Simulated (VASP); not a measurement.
# Si2Mo (I4/mmm) in VASP: a series of runs, part 2 of 2

VASP 6.6.1. The steps go on from the part before.

## Step 4: Single point, PBEsol+D4

This run uses another cell than the first one, of 13.05 Å³/atom.

Input file INCAR:

```
ALGO = Normal
EDIFF = 1E-7
ENCUT = 520
GGA = PS
ISIF = 2
ISMEAR = -1
IVDW = 13
LASPH = True
LCHARG = False
LREAL = False
LWAVE = False
NBANDS = 18
NELM = 60
PREC = Accurate
SIGMA = 0.05
```

Input file KPOINTS:

```
k-points
0
Gamma
  12 12 12
```

Input file POSCAR:

```
Si2Mo
1.0
   -1.5857744342      1.5857744342      3.8923198258
    1.5857744342     -1.5857744342      3.8923198258
    1.5857744342      1.5857744342     -3.8923198258
Mo Si
1 2
Direct
    0.0000000000      0.0000000000      0.0000000000
    0.6652036315      0.6652036315      0.0000000000
    0.3347963685      0.3347963685      0.0000000000
```

Potentials or basis: VASP PAW PBE potentials, release 64 (Mo_sv, Si).

Launch:

```console
> cat potpaw_PBE.64/Mo_sv/POTCAR potpaw_PBE.64/Si/POTCAR > POTCAR
> mpirun -np 1 vasp_std > vasp.out
```

OUTCAR:

```text
EDIFF = 1E-7
   ENCUT = 520
   GGA = PS
   ISIF = 2
   ISMEAR = -1
   IVDW = 13
   LASPH = True
   LREAL = False
   NELM = 60
   PREC = Accurate

 ion  position               nearest neighbor table
   1  0.000  0.000  0.000-   2 2.59   3 2.59   2 2.59   3 2.59   2 2.59   3 2.59   3 2.59   2 2.59
                             2 2.61   3 2.61
   2  0.665  0.665  0.000-   3 2.57   1 2.59   1 2.59   1 2.59   1 2.59   3 2.60   3 2.60   3 2.60
                             3 2.60   1 2.61
   3  0.335  0.335  0.000-   2 2.57   1 2.59   1 2.59   1 2.59   1 2.59   2 2.60   2 2.60   2 2.60
                             2 2.60   1 2.61

  LATTYP: Found a body centered tetragonal cell.
 ALAT       =     3.1715488684
 C/A-ratio  =     2.4545230027

  Lattice vectors:

 A1 = (  -1.5857744342,   1.5857744342,   3.8923198258)
 A2 = (   1.5857744342,  -1.5857744342,   3.8923198258)
 A3 = (   1.5857744342,   1.5857744342,  -3.8923198258)

Analysis of symmetry for initial positions (statically):
=====================================================================
 Subroutine PRICEL returns:
 Original cell was already a primitive cell.

 Routine SETGRP: Setting up the symmetry group for a
 body centered tetragonal supercell.

 Subroutine GETGRP returns: Found 16 space group operations
 (whereof 16 operations were pure point group operations)
 out of a pool of 16 trial point group operations.

The static configuration has the point symmetry D_4h.

Analysis of symmetry for dynamics (positions and initial velocities):
=====================================================================
 Subroutine PRICEL returns:
 Original cell was already a primitive cell.

 Routine SETGRP: Setting up the symmetry group for a
 body centered tetragonal supercell.

 Subroutine GETGRP returns: Found 16 space group operations
 (whereof 16 operations were pure point group operations)
 out of a pool of 16 trial point group operations.

The dynamic configuration has the point symmetry D_4h.

 Subroutine INISYM returns: Found 16 space group operations
 (whereof 16 operations are pure point group operations),
 and found     1 'primitive' translations

----------------------------------------------------------------------------------------

                                     Primitive cell

  volume of cell :      39.1518

  direct lattice vectors                    reciprocal lattice vectors
    -1.585774434  1.585774434  3.892319826     0.000000000  0.315303355  0.128458098
     1.585774434 -1.585774434  3.892319826     0.315303355  0.000000000  0.128458098
     1.585774434  1.585774434 -3.892319826     0.315303355  0.315303355  0.000000000

  length of vectors
     4.492161477  4.492161477  4.492161477     0.340466869  0.340466869  0.445906281

  position of ions in fractional coordinates (direct lattice)
     0.000000000  0.000000000  0.000000000
     0.665203631  0.665203631  0.000000000
     0.334796369  0.334796369  0.000000000

  ion indices of the primitive-cell ions
   primitive index   ion index
                 1           1
                 2           2
                 3           3

----------------------------------------------------------------------------------------

 KPOINTS: k-points

Automatic generation of k-mesh.
 Grid dimensions read from file:
 generate k-points for:   12   12   12

 Generating k-lattice:

  Cartesian coordinates                     Fractional coordinates (reciprocal lattice)
     0.000000000  0.026275280  0.010704841     0.083333333  0.000000000  0.000000000
     0.026275280  0.000000000  0.010704841     0.000000000  0.083333333  0.000000000
     0.026275280  0.026275280  0.000000000     0.000000000  0.000000000  0.083333333

  Length of vectors
     0.028372239  0.028372239  0.037158857

  Shift w.r.t. Gamma in fractional coordinates (k-lattice)
     0.000000000  0.000000000  0.000000000

 Subroutine IBZKPT returns following result:
 ===========================================

 Found    163 irreducible k-points:

 Following reciprocal coordinates:
            Coordinates               Weight
  0.000000  0.000000  0.000000      1.000000
  0.083333 -0.000000  0.000000      8.000000
  0.166667  0.000000 -0.000000      8.000000
  0.250000  0.000000  0.000000      8.000000
  0.333333  0.000000  0.000000      8.000000
  0.416667  0.000000  0.000000      8.000000
[... 16 lines left out ...]
  0.500000  0.166667  0.000000     16.000000
 -0.416667  0.166667  0.000000     16.000000
 [... further k-points ...]
   k-points           NKPTS =    163   k-points in BZ     NKDIM =    163   number of bands    NBANDS=     18
   number of dos      NEDOS =    301   number of ions     NIONS =      3
   total plane-waves  NPLWV =  46656
   dimension x,y,z NGX =    36 NGY =   36 NGZ =   36
   dimension x,y,z NGXF=    72 NGYF=   72 NGZF=   72
   ions per type =               1   2
   NGX,Y,Z   is equivalent  to a cutoff of  13.32, 13.32, 13.32 a.u.
   NGXF,Y,Z  is equivalent  to a cutoff of  26.65, 26.65, 26.65 a.u.
 SYSTEM =  unknown system
   PREC   = accura    normal or accurate (medium, high low for compatibility)
   ISTART =      0    job   : 0-new  1-cont  2-samecut
   ICHARG =      2    charge: 1-file 2-atom 10-const
   ISPIN  =      1    spin polarized calculation?
   LNONCOLLINEAR =      F non collinear calculations
   LSORBIT =      F    spin-orbit coupling
   LASPH  =      T    aspherical Exc in radial PAW
   ENCUT  =  520.0 eV  38.22 Ry    6.18 a.u.   8.35  8.35  8.35*2*pi/ulx,y,z
   NELM   =     60;   NELMIN=  2; NELMDL= -5     # of ELM steps
   EDIFF  = 0.1E-06   stopping-criterion for ELM
   LREAL  =      F    real-space projection
   EDIFFG = 0.1E-05   stopping-criterion for IOM
   NSW    =      0    number of steps for IOM
   IBRION =     -1    ionic relax: 0-MD 1-quasi-New 2-CG
   NFREE  =      0    steps in history (QN), initial steepest desc. (CG)
   ISIF   =      2    stress and relaxation
   ISYM   =      2    0-nonsym 1-usesym 2-fastsym
   POTIM  = 0.5000    time-step for ionic-motion
   TEBEG  =    0.0;   TEEND  =   0.0 temperature during run
   PSTRESS=    0.0 pullay stress
   NELECT =      22.0000    total number of electrons
   NUPDOWN=      -1.0000    fix difference up-down
   EMIN   =  10.00;   EMAX   =-10.00  energy-range for DOS
   EFERMI =   0.00;   METHOD = LEGACY
   ISMEAR =    -1;   SIGMA  =   0.05  broadening in eV -4-tet -1-fermi 0-gaus
   EFERMI_NEDOS =   21; number of points for ismear=-14 and -15
   IALGO  =     38    algorithm
   IMIX   =      4    mixing-type and parameters
     AMIX     =   0.40;   BMIX     =  1.00
     AMIX_MAG =   1.60;   BMIX_MAG =  1.00
  volume/ion in A,a.u.               =      13.05        88.07
  Fermi-wavevector in a.u.,A,eV,Ry     =   1.350927  2.552882 24.830691  1.825004
  Thomas-Fermi vector in A             =   2.478391
   LORBIT       =      0    0 simple, 1 ext, 2 COOP (PROOUT), +10 PAW based schemes
   GGA     = PS    functional components
   LHFCALC =     F    Hartree Fock is set to
   AEXX    =    0.0000 exact exchange contribution
   IVDW    =    13    specifies the selected vdW correction
   LEPSILON=     F    determine dielectric tensor
   LRPA    =     F    only Hartree local field effects (RPA)
 non-spin polarized calculation
  energy-cutoff  :      520.00
  volume of cell :       39.15
 maximum number of plane-waves:      1080
 NGX is ok and might be reduce to    36
   NGX = 17   NGY = 17   NGZ = 17

 number of electron      22.0000000 magnetization

 Free energy of the ion-electron system (eV)
  ---------------------------------------------------
  ext. energy  EPLUGINS =         0.00000000
  ---------------------------------------------------
  free energy    TOTEN  =       -25.07075423 eV

  energy without entropy =      -25.06841333  energy(sigma->0) =      -25.06958378

 E-fermi :  12.5848     XC(G=0): -12.6407

 val. band max:       12.5304582751   @ k =  -0.4167   0.5000   0.3333
 cond. band min:      12.6001237561   @ k =   0.0833  -0.0000   0.0000
 fundamental gap:      0.0696654810
 Fermi energy:        12.5847578620

 k-point     1 :       0.0000    0.0000    0.0000
  band No.  band energies     occupation
      1     -47.9977      2.00000
      2     -22.2025      2.00000
      3     -22.1055      2.00000
      4     -22.1055      2.00000
      5      -1.0449      2.00000
      6       6.0186      2.00000
[... 481 lines left out ...]
      5       1.9606      2.00000
      6       4.4980      2.00000
[... 10 lines left out ...]
     17      20.0686      0.00000
     18      21.0159      0.00000

 [... further k-points ...]

------------------------ aborting loop because EDIFF is reached ----------------------------------------

  DFT-D4 for vdW energy calculation

  Edisp (eV):   -0.98600

  FORCE on cell =-STRESS in cart. coord.  units (eV):
  Direction    XX          YY          ZZ          XY          YZ          ZX
  --------------------------------------------------------------------------------------
  -------------------------------------------------------------------------------------
  Total       0.09757     0.09757     0.09665     0.00000     0.00000     0.00000
  in kB       3.99260     3.99260     3.95532     0.00000     0.00000     0.00000
  external pressure =        3.98 kB  Pullay stress =        0.00 kB

 VOLUME and BASIS-vectors are now :
 -----------------------------------------------------------------------------
  energy-cutoff  :      520.00
  volume of cell :       39.15
      direct lattice vectors                 reciprocal lattice vectors
    -1.585774434  1.585774434  3.892319826     0.000000000  0.315303355  0.128458098
     1.585774434 -1.585774434  3.892319826     0.315303355  0.000000000  0.128458098
     1.585774434  1.585774434 -3.892319826     0.315303355  0.315303355  0.000000000

 POSITION                                       TOTAL-FORCE (eV/Angst)
 -----------------------------------------------------------------------------------
      0.00000      0.00000      0.00000        -0.000000     -0.000000      0.000000
      0.00000      0.00000      5.17837         0.000000      0.000000      0.000454
      0.00000      0.00000      2.60627        -0.000000     -0.000000     -0.000454
 -----------------------------------------------------------------------------------
    total drift:                               -0.000000      0.000000      0.000000

  FREE ENERGIE OF THE ION-ELECTRON SYSTEM (eV)
  ---------------------------------------------------
  free  energy   TOTEN  =       -26.0567563036 eV

  energy  without entropy=      -26.0544153965  energy(sigma->0) =      -26.05558585
```

Wall time 4.7 min (1 thread of Intel Xeon 8259CL, shared host); peak memory 0.28 GiB.

What came out:

| Quantity | Value |
| --- | --- |
| Free energy | -26.0568 eV |
| Pressure | 0.4 GPa |
| Band gap on the k mesh | zero (bands 11 and 12 overlap by 0.96 eV) |
| Dispersion energy per atom | -0.329 eV |

Levels at points of the mesh, in eV from the Fermi level:
```csv
k point,band 9,band 10,band 11,band 12,band 13,band 14
"(0.00, 0.00, 0.00)",-2.68,-2.68,0.40,3.07,3.34,3.63
"(0.50, 0.00, 0.00)",-2.68,-2.64,-0.53,2.36,3.17,4.27
"(0.50, 0.50, 0.00)",-4.54,-3.18,-1.20,2.41,2.85,3.23
"(0.50, 0.50, 0.50)",-0.60,-0.60,-0.45,-0.45,0.55,4.82
```

Caveat: the PAW data sets were made with another functional, which shifts forces and pressure a little.

## Step 5: The runs side by side

| level | cell | gap on the mesh (eV) | pressure (GPa) |
| --- | --- | --- | --- |
| PBEsol+D3(BJ) | a = 4.474 Å, angles 138.7, 138.7, 59.8°, 3 atoms, atomic positions A | none | 0.4 |
| RPBE+D4 | a = 4.483 Å, angles 138.7, 138.7, 59.9°, 3 atoms, atomic positions B | none | -0.2 |
| PBEsol+D4 | a = 4.492 Å, angles 138.7, 138.7, 59.9°, 3 atoms, atomic positions C | none | 0.4 |

Alike in all rows: task single point; potentials or basis VASP PAW PBE potentials, release 64 (Mo_sv, Si); no spin polarisation; k mesh 12 × 12 × 12; cutoff (eV) 520; smearing fermi-dirac 0.05 eV.

Caveats: the PAW data sets were made with another functional, which shifts forces and pressure a little; the dispersion term is far too large for a dense solid, which distorts pressure and volume (at least some runs).

Absolute energies hang on the potentials; compare differences alone.

The gap in the log of VASP goes by the Fermi energy; the results here count the filled bands.